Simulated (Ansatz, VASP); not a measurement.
One calculation of Zn2H, two programs

```xyz
6
Lattice="4.3566 0.0000 0.0000 0.0000 4.3566 0.0000 0.0000 0.0000 3.8994" Properties=species:S:1:pos:R:3 pbc="T T T"
Zn    1.2607    1.2607    0.0000
Zn    0.9176    3.4391    1.9497
Zn    3.0959    3.0959    0.0000
Zn    3.4391    0.9176    1.9497
H     0.0000    0.0000    0.0000
H     2.1783    2.1783    1.9497
```

Alike in both runs: functional PBE; k mesh 8 × 8 × 12; occupations gaussian, width 0.1 eV; no spin polarisation.

Ansatz relaxed the structure, and its values are those at the end. VASP's run is a single point on that final structure, the one shown.

```csv
,VASP,Ansatz
version,VASP 6.6.1,Ansatz 0.2.0
potentials or method,"VASP PAW PBE potentials, release 64 (Zn, H), cutoff 520 eV","scalar-relativistic, plane waves, PAW"
valence electrons in the cell,50,50
```

VASP gave:

* gap on the k mesh at the Fermi level (eV): none
* pressure (GPa): 0.2
* rms of the force components (eV/Å): 0.003

Question: Which values does Ansatz return?

Answer: gap on the k mesh at the Fermi level (eV): none; pressure (GPa): 0.0; rms of the force components (eV/Å): 0.005.

A gap of «none» marks a metal or a gap that the smearing closes. The functional is the same, so the differences come from potentials, cutoffs and numerics.
